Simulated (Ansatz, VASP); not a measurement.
# Si3N2 in VASP and in Ansatz

File INCAR:

```
ALGO     = Normal         # electronic algorithm
EDIFF    = 1E-6           # SCF threshold, eV
ENCUT    = 520            # plane-wave cutoff, eV
GGA      = PE             # functional
ISIF     = 2              # what is computed and relaxed
ISMEAR   = 0              # smearing method
LASPH    = T              # aspherical terms in the spheres
LCHARG   = T              # write CHGCAR
LELF     = T              # ELF
LREAL    = F              # projectors in reciprocal space
LVHAR    = T            
LWAVE    = F              # write WAVECAR
NBANDS   = 19             # bands
NELM     = 100            # most SCF steps
PREC     = Accurate       # precision mode
SIGMA    = 0.1            # smearing width, eV
```

KPOINTS

```
k-points
0
Gamma
  4 4 6
```

Contents of POSCAR:

```
Si3N2
1.0
    4.2226225000      0.0000000000      0.0000000000
    0.0000000000      4.2226225000      0.0000000000
    0.0000000000      0.0000000000      3.2211616500
Si N
3 2
Direct
    0.5000000000      0.5000000000      0.0000000000
    0.0000000000      0.5000000000      0.7569595400
    0.5000000000      0.0000000000      0.2430404600
    0.5000000000      0.5000000000      0.5000000000
    0.0000000000      0.0000000000      0.5000000000
```

Input for Ansatz:

```yaml
crystal:
  lattice:
    - [4.2226225, 0.0, 0.0]
    - [0.0, 4.2226225, 0.0]
    - [0.0, 0.0, 3.22116165]
  atoms:
    - { symbol: Si, position: [0.5, 0.5, 0.0] }
    - { symbol: Si, position: [0.0, 0.5, 0.75695954] }
    - { symbol: Si, position: [0.5, 0.0, 0.24304046] }
    - { symbol: "N", position: [0.5, 0.5, 0.5] }
    - { symbol: "N", position: [0.0, 0.0, 0.5] }
basis:
  ecutwfc: 420
kpoints:
  mp_grid: { grid: [4, 4, 6] }
hamiltonian:
  xc: pbe
scf:
  occupations: { method: gaussian, width: 0.1 }
  lower_state_search: "off"
output:
  forces: true
  stress: true
  eigenvalues: true
```

Alike in both runs: task single point; functional PBE; k mesh 4 × 4 × 6; occupations gaussian, width 0.1 eV; no spin polarisation.

|  | VASP | Ansatz |
| --- | --- | --- |
| version | VASP 6.6.1 | Ansatz 0.2.0 |
| potentials or method | VASP PAW PBE potentials, release 64 (Si, N), cutoff 520 eV | scalar-relativistic, plane waves, PAW |
| valence electrons in the cell | 22 | 22 |

```tsv
	VASP	Ansatz	Ansatz less VASP
gap on the k mesh at the Fermi level (eV)	none	none	-
pressure (GPa)	16.7	16.9	+0.16
traceless stress, the component that is largest in VASP (GPa)	37.39	37.44	+0.047
rms of the force components (eV/Å)	0.538	0.545	+0.0070
```

Atom by atom the forces differ by 0.007 eV/Å (rms over components). A gap of «none» marks a metal or a gap that the smearing closes.

The k mesh is coarse, so the values compare programs but aren't converged.
